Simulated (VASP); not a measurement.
# Ga4BAs3 (R3m) in VASP: further runs

Ga4BAs3 is run at these levels: PBE; tasks: relaxation of cell and atoms, single point, relaxation of shape and atoms at fixed volume.

All numbers are computed with VASP 6.6.1; they aren't measurements. Logs are shortened: lines on timing, memory, paths and dates and some standing lists are left out, and cuts for length are marked.

### Step 1. The cell of the first run

Symmetry: R3m, No. 160, trigonal system. The conventional cell has a = 7.585 Å, b = 7.585 Å, c = 10.103 Å, α = 90.00°, β = 90.00°, γ = 120.00°. Ga (site symmetry m) has 3 As at 2.48 to 2.50 Å and 1 Ga at 2.55 Å within 3.3 Å. Ga (site symmetry 3m) has 1 B at 2.13 Å and 3 Ga at 2.55 Å within 2.8 Å. B (site symmetry 3m) has 3 As at 2.11 Å and 1 Ga at 2.13 Å within 2.8 Å. As (site symmetry m) has 1 B at 2.11 Å and 3 Ga at 2.48 to 2.50 Å within 2.8 Å.

### Step 2. Relaxation of cell and atoms, PBE

File INCAR:

```
SYSTEM = Ga4BAs3
  ALGO = Normal
  EDIFF = 1E-6
  EDIFFG = -0.001
  ENCUT = 600
  GGA = PE
  IBRION = 2
  ISIF = 3
  ISMEAR = 0
  LASPH = .TRUE.
  LCHARG = .FALSE.
  LREAL = .FALSE.
  LWAVE = .FALSE.
  NELM = 80
  NSW = 80
  PREC = Accurate
  SIGMA = 0.1
```

File KPOINTS:

```
k-points
0
G
  6 6 6
  0 0 0
```

File POSCAR:

```
Ga4BAs3
1.0
    3.7922812195      2.1894745829      3.3675027602
   -3.7922812195      2.1894745829      3.3675027602
    0.0000000000     -4.3789491659      3.3675027602
Ga B As
4 1 3
Direct
    0.2549848191      0.7777535328      0.2549848191
    0.9514480142      0.9514480142      0.9514480142
    0.7777535328      0.2549848191      0.2549848191
    0.2549848191      0.2549848191      0.7777535328
    0.7409564200      0.7409564200      0.7409564200
    0.5210061455      0.5210061455      0.9778601037
    0.5210061455      0.9778601037      0.5210061455
    0.9778601037      0.5210061455      0.5210061455
```

Potentials or basis: VASP PAW PBE potentials, release 64 (Ga_d, B, As).

Launch:

```console
$ cat potpaw_PBE.64/Ga_d/POTCAR potpaw_PBE.64/B/POTCAR potpaw_PBE.64/As/POTCAR > POTCAR
$ mpirun -np 1 vasp_std > vasp.out
```

OUTCAR:

```text
SYSTEM = Ga4BAs3
   EDIFF = 1E-6
   EDIFFG = -0.001
   ENCUT = 600
   GGA = PE
   IBRION = 2
   ISIF = 3
   ISMEAR = 0
   LASPH = .TRUE.
   LREAL = .FALSE.
   NELM = 80
   NSW = 80
   PREC = Accurate

 ion  position               nearest neighbor table
   1  0.255  0.778  0.255-   7 2.48   8 2.50   6 2.50   2 2.55
   2  0.951  0.951  0.951-   5 2.13   4 2.55   1 2.55   3 2.55
   3  0.778  0.255  0.255-   8 2.48   7 2.50   6 2.50   2 2.55
   4  0.255  0.255  0.778-   6 2.48   7 2.50   8 2.50   2 2.55
   5  0.741  0.741  0.741-   6 2.11   7 2.11   8 2.11   2 2.13
   6  0.521  0.521  0.978-   5 2.11   4 2.48   1 2.50   3 2.50
   7  0.521  0.978  0.521-   5 2.11   1 2.48   3 2.50   4 2.50
   8  0.978  0.521  0.521-   5 2.11   3 2.48   1 2.50   4 2.50

  LATTYP: Found a trigonal (rhomboedric) cell.
 ALAT       =     5.5240628741
 COS(alpha) =     0.0574295068

  Lattice vectors:

 A1 = (   3.7922812195,   2.1894745829,   3.3675027602)
 A2 = (  -3.7922812195,   2.1894745829,   3.3675027602)
 A3 = (   0.0000000000,  -4.3789491659,   3.3675027602)

Analysis of symmetry for initial positions (statically):
=====================================================================
 Subroutine PRICEL returns:
 Original cell was already a primitive cell.

 Routine SETGRP: Setting up the symmetry group for a
 trigonal (rhombohedral) supercell.

 Subroutine GETGRP returns: Found  6 space group operations
 (whereof  6 operations were pure point group operations)
 out of a pool of 12 trial point group operations.

The static configuration has the point symmetry C_3v.

Analysis of symmetry for dynamics (positions and initial velocities):
=====================================================================
 Subroutine PRICEL returns:
 Original cell was already a primitive cell.

 Routine SETGRP: Setting up the symmetry group for a
 trigonal (rhombohedral) supercell.

 Subroutine GETGRP returns: Found  6 space group operations
 (whereof  6 operations were pure point group operations)
 out of a pool of 12 trial point group operations.

The dynamic configuration has the point symmetry C_3v.

 Subroutine INISYM returns: Found  6 space group operations
 (whereof  6 operations are pure point group operations),
 and found     1 'primitive' translations

----------------------------------------------------------------------------------------

                                     Primitive cell

  volume of cell :     167.7643

  direct lattice vectors                    reciprocal lattice vectors
     3.792281219  2.189474583  3.367502760     0.131846762  0.076121764  0.098985319
    -3.792281219  2.189474583  3.367502760    -0.131846762  0.076121764  0.098985319
     0.000000000 -4.378949166  3.367502760     0.000000000 -0.152243527  0.098985319

  length of vectors
     5.524062874  5.524062874  5.524062874     0.181593460  0.181593460  0.181593460

  position of ions in fractional coordinates (direct lattice)
     0.254984819  0.777753533  0.254984819
     0.951448014  0.951448014  0.951448014
     0.777753533  0.254984819  0.254984819
     0.254984819  0.254984819  0.777753533
     0.740956420  0.740956420  0.740956420
     0.521006146  0.521006146  0.977860104
     0.521006146  0.977860104  0.521006146
     0.977860104  0.521006146  0.521006146

  ion indices of the primitive-cell ions
   primitive index   ion index
                 1           1
                 2           2
                 3           3
                 4           4
                 5           5
                 6           6
                 7           7
                 8           8

----------------------------------------------------------------------------------------

 KPOINTS: k-points

Automatic generation of k-mesh.
 Grid dimensions read from file:
 generate k-points for:    6    6    6

 Generating k-lattice:

  Cartesian coordinates                     Fractional coordinates (reciprocal lattice)
     0.021974460  0.012686961  0.016497553     0.166666667  0.000000000  0.000000000
    -0.021974460  0.012686961  0.016497553     0.000000000  0.166666667  0.000000000
     0.000000000 -0.025373921  0.016497553     0.000000000  0.000000000  0.166666667

  Length of vectors
     0.030265577  0.030265577  0.030265577

  Shift w.r.t. Gamma in fractional coordinates (k-lattice)
     0.000000000  0.000000000  0.000000000

 Subroutine IBZKPT returns following result:
 ===========================================

 Found     32 irreducible k-points:

 Following reciprocal coordinates:
            Coordinates               Weight
  0.000000  0.000000  0.000000      1.000000
  0.166667  0.000000  0.000000      6.000000
  0.333333  0.000000  0.000000      6.000000
  0.500000  0.000000 -0.000000      3.000000
  0.166667  0.166667  0.000000      6.000000
  0.333333  0.166667 -0.000000     12.000000
[... 16 lines left out ...]
  0.500000  0.500000  0.166667      6.000000
 -0.333333  0.500000  0.166667     12.000000
 [... further k-points ...]
   k-points           NKPTS =     32   k-points in BZ     NKDIM =     32   number of bands    NBANDS=     42
   number of dos      NEDOS =    301   number of ions     NIONS =      8
   total plane-waves  NPLWV = 110592
   dimension x,y,z NGX =    48 NGY =   48 NGZ =   48
   dimension x,y,z NGXF=    96 NGYF=   96 NGZF=   96
   ions per type =               4   1   3
   NGX,Y,Z   is equivalent  to a cutoff of  14.45, 14.45, 14.45 a.u.
   NGXF,Y,Z  is equivalent  to a cutoff of  28.89, 28.89, 28.89 a.u.
 SYSTEM =  Ga4BAs3
   PREC   = accura    normal or accurate (medium, high low for compatibility)
   ISTART =      0    job   : 0-new  1-cont  2-samecut
   ICHARG =      2    charge: 1-file 2-atom 10-const
   ISPIN  =      1    spin polarized calculation?
   LNONCOLLINEAR =      F non collinear calculations
   LSORBIT =      F    spin-orbit coupling
   LASPH  =      T    aspherical Exc in radial PAW
   ENCUT  =  600.0 eV  44.10 Ry    6.64 a.u.  11.03 11.03 11.03*2*pi/ulx,y,z
   NELM   =     80;   NELMIN=  2; NELMDL= -5     # of ELM steps
   EDIFF  = 0.1E-05   stopping-criterion for ELM
   LREAL  =      F    real-space projection
   EDIFFG = -.1E-02   stopping-criterion for IOM
   NSW    =     80    number of steps for IOM
   IBRION =      2    ionic relax: 0-MD 1-quasi-New 2-CG
   NFREE  =      1    steps in history (QN), initial steepest desc. (CG)
   ISIF   =      3    stress and relaxation
   ISYM   =      2    0-nonsym 1-usesym 2-fastsym
   POTIM  = 0.5000    time-step for ionic-motion
   TEBEG  =    0.0;   TEEND  =   0.0 temperature during run
   PSTRESS=    0.0 pullay stress
   NELECT =      70.0000    total number of electrons
   NUPDOWN=      -1.0000    fix difference up-down
   EMIN   =  10.00;   EMAX   =-10.00  energy-range for DOS
   EFERMI =   0.00;   METHOD = LEGACY
   ISMEAR =     0;   SIGMA  =   0.10  broadening in eV -4-tet -1-fermi 0-gaus
   EFERMI_NEDOS =   21; number of points for ismear=-14 and -15
   IALGO  =     38    algorithm
   IMIX   =      4    mixing-type and parameters
     AMIX     =   0.40;   BMIX     =  1.00
     AMIX_MAG =   1.60;   BMIX_MAG =  1.00
  volume/ion in A,a.u.               =      20.97       141.52
  Fermi-wavevector in a.u.,A,eV,Ry     =   1.223322  2.311744 20.361362  1.496518
  Thomas-Fermi vector in A             =   2.358438
   LORBIT       =      0    0 simple, 1 ext, 2 COOP (PROOUT), +10 PAW based schemes
   GGA     = PE    functional components
   LHFCALC =     F    Hartree Fock is set to
   AEXX    =    0.0000 exact exchange contribution
   IVDW    =     0    specifies the selected vdW correction
   LEPSILON=     F    determine dielectric tensor
   LRPA    =     F    only Hartree local field effects (RPA)
 conjugate gradient relaxation of ions
 non-spin polarized calculation
 Gauss-broadening in eV      SIGMA  =   0.10
  energy-cutoff  :      600.00
  volume of cell :      167.76
 maximum number of plane-waves:      5642
 NGX is ok and might be reduce to    48
   NGX = 23   NGY = 23   NGZ = 23

--------------------------------------- Ionic step        1  -------------------------------------------

 number of electron      70.0000006 magnetization

 Free energy of the ion-electron system (eV)
  ---------------------------------------------------
  ext. energy  EPLUGINS =         0.00000000
  ---------------------------------------------------
  free energy    TOTEN  =       -32.52074724 eV

  energy without entropy =      -32.51062431  energy(sigma->0) =      -32.51568577

------------------------ aborting loop because EDIFF is reached ----------------------------------------

  FORCE on cell =-STRESS in cart. coord.  units (eV):
  Direction    XX          YY          ZZ          XY          YZ          ZX
  --------------------------------------------------------------------------------------
  -------------------------------------------------------------------------------------
  Total        0.1480283      0.1480283      0.1165264      0.0000000     -0.0000000      0.0000000
  in kB        1.4136948      1.4136948      1.1128463      0.0000000     -0.0000000      0.0000000
  external PRESSURE =       1.3134120 kB  Pullay stress =       0.0000000 kB
[... 107 lines left out ...]
  FREE ENERGIE OF THE ION-ELECTRON SYSTEM (eV)
  ---------------------------------------------------
  free  energy   TOTEN  =       -32.5210032953 eV

  energy  without entropy=      -32.5108490452  energy(sigma->0) =      -32.51592617

[... ionic steps 4 to 11 ...]

--------------------------------------- Ionic step       12  -------------------------------------------

 number of electron      70.0000007 magnetization

------------------------ aborting loop because EDIFF is reached ----------------------------------------

  FORCE on cell =-STRESS in cart. coord.  units (eV):
  Direction    XX          YY          ZZ          XY          YZ          ZX
  --------------------------------------------------------------------------------------
  -------------------------------------------------------------------------------------
  Total        0.0345975      0.0345975      0.0293335      0.0000000     -0.0000000      0.0000000
  in kB        0.3296632      0.3296632      0.2795045      0.0000000     -0.0000000      0.0000000
  external PRESSURE =       0.3129436 kB  Pullay stress =       0.0000000 kB
[... 69 lines left out ...]
  energy  without entropy=      -32.5108560416  energy(sigma->0) =      -32.51593399

--------------------------------------- Ionic step       14  -------------------------------------------

 number of electron      70.0000007 magnetization

 Free energy of the ion-electron system (eV)
  ---------------------------------------------------
  ext. energy  EPLUGINS =         0.00000000
  ---------------------------------------------------
  free energy    TOTEN  =       -32.52101175 eV

  energy without entropy =      -32.51085571  energy(sigma->0) =      -32.51593373

 E-fermi :   4.2840     XC(G=0):  -9.7335

 val. band max:        4.2800951116   @ k =  -0.3333   0.1667  -0.0000
 cond. band min:       4.3250078310   @ k =   0.5000   0.3333   0.3333
 fundamental gap:      0.0449127194
 Fermi energy:         4.2839972176

 k-point     1 :       0.0000    0.0000    0.0000
  band No.  band energies     occupation
      1     -10.9131      2.00000
      2     -10.9131      2.00000
      3     -10.8825      2.00000
      4     -10.8825      2.00000
      5     -10.8591      2.00000
      6     -10.8174      2.00000
[... 1069 lines left out ...]
     41       8.0233      0.00000
     42       8.2403      0.00000

 [... further k-points ...]

------------------------ aborting loop because EDIFF is reached ----------------------------------------

  FORCE on cell =-STRESS in cart. coord.  units (eV):
  Direction    XX          YY          ZZ          XY          YZ          ZX
  --------------------------------------------------------------------------------------
  -------------------------------------------------------------------------------------
  Total        0.0045150      0.0045150     -0.0019482      0.0000000      0.0000000      0.0000000
  in kB        0.0430193      0.0430193     -0.0185625      0.0000000      0.0000000      0.0000000
  external PRESSURE =       0.0224920 kB  Pullay stress =       0.0000000 kB
[... 23 lines left out ...]
  FREE ENERGIE OF THE ION-ELECTRON SYSTEM (eV)
  ---------------------------------------------------
  free  energy   TOTEN  =       -32.5210117481 eV

  energy  without entropy=      -32.5108557061  energy(sigma->0) =      -32.51593373

 reached required accuracy - stopping structural energy minimisation
```

It took 11 min on 1 thread of Intel Xeon 6975P-C (Granite Rapids), shared host; peak memory 0.48 GiB.

Results:

```
Free energy                           : -32.5210 eV
Relaxed volume                        : 21.02 Å³/atom
Relaxed cell                          : a = 5.528 Å, b = 5.528 Å, c = 5.528 Å, α = 86.71°, β = 86.71°, γ = 86.71°
Space group after relaxing (to 0.1 Å) : R3m (No. 160)
Energy gained by relaxing             : 0.0 meV/atom
Ionic steps                           : 14
Pressure after relaxing               : 0.0 GPa
Band gap on the k mesh                : zero (bands 35 and 36 overlap by 1.25 eV)
```

The path:
| step | energy change (eV) | largest force (eV/Å) | pressure (GPa) | volume (Å³) |
| --- | --- | --- | --- | --- |
| 1 | 0.0000 | 0.0349 | 0.13 | 167.76 |
| 2 | -0.0003 | 0.0053 | 0.02 | 168.18 |
| 3 | -0.0003 | 0.0057 | -0.04 | 168.23 |
| 4 | -0.0003 | 0.0060 | 0.01 | 168.19 |
| 5 | -0.0003 | 0.0055 | -0.05 | 168.21 |
| 6 | -0.0002 | 0.0036 | 0.12 | 168.05 |
| 7 | -0.0003 | 0.0046 | -0.02 | 168.13 |
| 8 | -0.0003 | 0.0020 | 0.05 | 168.12 |
| 9 | -0.0003 | 0.0041 | 0.00 | 168.13 |
| 10 | -0.0003 | 0.0028 | 0.01 | 168.12 |
| 11 | -0.0003 | 0.0010 | -0.01 | 168.15 |
| 12 | -0.0003 | 0.0030 | 0.03 | 168.15 |
| 13 | -0.0003 | 0.0012 | 0.01 | 168.15 |
| 14 | -0.0003 | 0.0010 | 0.00 | 168.15 |

Final structure:
```xyz
8
Lattice="3.7954 2.1913 3.3697 -3.7954 2.1913 3.3697 0.0000 -4.3826 3.3697" Properties=species:S:1:pos:R:3 pbc="T T T"
Ga   -1.9844    1.1457    4.3389
Ga    0.0000    0.0000    9.6179
Ga    1.9844    1.1457    4.3389
Ga    0.0000   -2.2914    4.3389
B     0.0000    0.0000    7.4923
As    0.0000   -2.0030    6.8064
As   -1.7346    1.0015    6.8064
As    1.7346    1.0015    6.8064
```

Levels at points of the mesh, in eV from the Fermi level:
```
           k point  band 33  band 34  band 35  band 36  band 37  band 38
(0.00, 0.00, 0.00)    -2.17    -0.14     0.62     0.62     0.78     0.93
(0.50, 0.00, 0.00)    -2.10    -1.70    -1.11    -0.01     1.48     1.68
(0.50, 0.50, 0.00)    -1.78    -1.57    -0.84     0.57     1.91     2.36
(0.50, 0.50, 0.50)    -1.14    -1.12     0.41     0.41     0.79     1.19
```

### Step 3. Single point, PBE

File INCAR:

```
SYSTEM = Ga4BAs3
ALGO = Normal
EDIFF = 1E-7
ENCUT = 520
GGA = PE
ISIF = 2
ISMEAR = 0
LASPH = .TRUE.
LCHARG = .TRUE.
LELF = .TRUE.
LREAL = .FALSE.
LVHAR = .TRUE.
LWAVE = .FALSE.
NBANDS = 45
NELM = 80
PREC = Accurate
SIGMA = 0.1
```

KPOINTS is that of step 2.

POSCAR is that of step 2.

Potentials or basis: VASP PAW PBE potentials, release 64 (Ga_d, B, As).

Launch:

```console
$ cat potpaw_PBE.64/Ga_d/POTCAR potpaw_PBE.64/B/POTCAR potpaw_PBE.64/As/POTCAR > POTCAR
$ mpirun -np 1 vasp_std > vasp.out
```

It took 6.7 min on 1 thread of Intel Xeon Platinum 8488C (Sapphire Rapids), shared host; peak memory 0.37 GiB.

The run converged. Its results:

- Free energy: -32.5207 eV
- Pressure: 0.2 GPa
- Largest force: 0.035 eV/Å
- Band gap on the k mesh: zero (bands 35 and 36 overlap by 1.25 eV)

Forces on the atoms (eV/Å):
```
Ga  -0.006  0.003 -0.003
Ga   0.000  0.000 -0.012
Ga   0.006  0.003 -0.003
Ga   0.000 -0.007 -0.003
B    0.000  0.000  0.035
As   0.000 -0.017 -0.005
As  -0.015  0.009 -0.005
As   0.015  0.009 -0.005
```

Levels at points of the mesh, in eV from the Fermi level:
| k point | band 32 | band 33 | band 34 | band 35 | band 36 | band 37 | band 38 | band 39 |
| --- | --- | --- | --- | --- | --- | --- | --- | --- |
| (0.00, 0.00, 0.00) | -2.18 | -2.18 | -0.14 | 0.62 | 0.62 | 0.79 | 0.93 | 0.93 |
| (0.50, 0.00, 0.00) | -3.11 | -2.11 | -1.70 | -1.11 | -0.01 | 1.48 | 1.68 | 2.95 |
| (0.50, 0.50, 0.00) | -2.58 | -1.79 | -1.57 | -0.84 | 0.57 | 1.91 | 2.36 | 2.54 |
| (0.50, 0.50, 0.50) | -1.48 | -1.14 | -1.12 | 0.42 | 0.42 | 0.79 | 1.20 | 1.20 |

(Continued in part 2 of 2.)
